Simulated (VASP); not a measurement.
A run of VASP 6.6.1 is set up as follows.

The input INCAR:

```
PREC = Accurate
ENCUT = 520
EDIFF = 1E-7
ISMEAR = 0
SIGMA = 0.01
LREAL = F
LASPH = T
NELM = 80
ALGO = Normal
ISIF = 2
LWAVE = F
LCHARG = F
NBANDS = 26
```

KPOINTS

```
regular mesh
0
Gamma
  6 6 4
```

POSCAR

```
GaN
1.0
    3.1800000000      0.0000000000      0.0000000000
   -1.5900000000      2.7539607800      0.0000000000
    0.0000000000      0.0000000000      5.1660000000
Ga N
2 2
Direct
    0.3333333345      0.6666666691      0.0000000000
    0.6666666673      0.3333333345      0.5000000000
    0.3333333345      0.6666666691      0.3750000000
    0.6666666673      0.3333333345      0.8750000000
```

Potentials or basis: VASP PAW LDA potentials, release 64 (Ga_d, N).

Run with:

```sh
$ cat potpaw_LDA.64/Ga_d/POTCAR potpaw_LDA.64/N/POTCAR > POTCAR
$ mpirun -np 1 vasp_std > vasp.out
```

Problem. What does it give for the pressure?

Solution. -3.5 GPa.

Problem. What does it give for the band gap on the k mesh?

Solution. 1.99 eV, direct.

Stress tensor (GPa, compression positive):
```
-4.16  0.00  0.00
 0.00 -4.16  0.00
 0.00  0.00 -2.05
```

Expect the measured gap to be larger: semilocal functionals such as LDA lack the derivative discontinuity.
